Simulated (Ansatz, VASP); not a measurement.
Zr4Si3 in VASP and in Ansatz

```
Zr Si
1.0
     6.00487    0.00000    0.00000
    -3.00244    5.20037    0.00000
     0.00000    0.00000    5.26545
Zr Si
4 3
Direct
  0.50000 0.00000 0.00000
  0.00000 0.50000 0.00000
  0.50000 0.50000 0.00000
  0.00000 0.00000 0.00000
  0.50000 0.00000 0.50000
  0.00000 0.50000 0.50000
  0.50000 0.50000 0.50000
```

Alike in both runs: functional PBE; k mesh 4 × 4 × 3; occupations gaussian, width 0.2 eV; no spin polarisation.

Ansatz relaxed the structure, and its values are those at the end. VASP's run is a single point on that final structure, the one shown.

```csv
,VASP,Ansatz
version,VASP 6.6.1,Ansatz 0.2.0
potentials or method,"VASP PAW PBE potentials, release 64 (Zr_sv, Si), cutoff 500 eV","scalar-relativistic, plane waves, PAW"
valence electrons in the cell,60,60
```

```csv
,VASP,Ansatz,Ansatz less VASP
gap on the k mesh at the Fermi level (eV),none,none,-
pressure (GPa),0.5,0.5,-0.02
```

A gap of «none» marks a metal or a gap that the smearing closes.

The k mesh is coarse, so the values compare programs but aren't converged.
